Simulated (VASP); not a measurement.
Wanted: the native input for a VASP 6.6.1 run.

```yaml
Task: relaxation of cell and atoms
Functional: PBE
Potentials_or_basis: VASP PAW PBE potentials, release 64 (Ag)
Cutoff: 600 eV
k_mesh: 9 × 9 × 13
Occupations: fermi-dirac, width 0.1 eV
Spin: no spin polarisation
Target_pressure: 220 GPa
Dipole_correction: no
Further_INCAR_settings: ALGO = Normal; EDIFF = 1e-07; IBRION = 2; EDIFFG = -0.005; NSW = 32; ISIF = 3
```

The structure of Ag lies in POSCAR:

```
Ag
1.0
    3.9379901013      0.0000000000      0.0000000000
   -1.9689950506      3.4103994676      0.0000000000
    0.0000000000      0.0000000000      2.3557935318
Ag
3
Direct
    0.0000000000      0.0000000000      0.0000000000
    0.3333333333      0.6666666667      0.5000000000
    0.6666666667      0.3333333333      0.5000000000
```

This isn't the form of Ag at room conditions, which is fcc.

These files were run (other wordings do the same):

INCAR

```
SYSTEM = Ag
PREC = Accurate
ENCUT = 600
EDIFF = 1E-7
ISMEAR = -1
SIGMA = 0.1
LREAL = .False.
LASPH = .True.
NELM = 100
ALGO = Normal
ISIF = 3
LWAVE = .False.
LCHARG = .False.
GGA = PE
IBRION = 2
NSW = 32
EDIFFG = -0.005
PSTRESS = 2200.0
```

KPOINTS

```
regular mesh
0
Gamma
  9 9 13
  0 0 0
```

Potentials or basis: VASP PAW PBE potentials, release 64 (Ag).

Run with:

```console
$ cat potpaw_PBE.64/Ag/POTCAR > POTCAR
$ mpirun -np 1 vasp_std > vasp.out
```

Results of the run:

```yaml
Relaxed_volume: 10.53 Å³/atom
Relaxed_cell: a = 3.936 Å, b = 3.936 Å, c = 2.355 Å, α = 90.00°, β = 90.00°, γ = 120.00°
Space_group_after_relaxing_to_0.1_Å: P6/mmm (No. 191)
Energy_change_on_relaxing_the_run_minimises_the_enthalpy: +20.2 meV/atom
Ionic_steps: 6
Pressure_after_relaxing: 220.0 GPa
Band_gap_on_the_k_mesh: zero (an odd number of electrons rules out a gap without spin polarisation)
```

Caveat: the cell is relaxed towards a set pressure, so the run minimises the enthalpy, not the energy.

Wall time 60 s on 1 thread of Intel(R) Xeon(R) 6975P-C (Granite Rapids), on a shared host, peak memory 0.19 GiB.
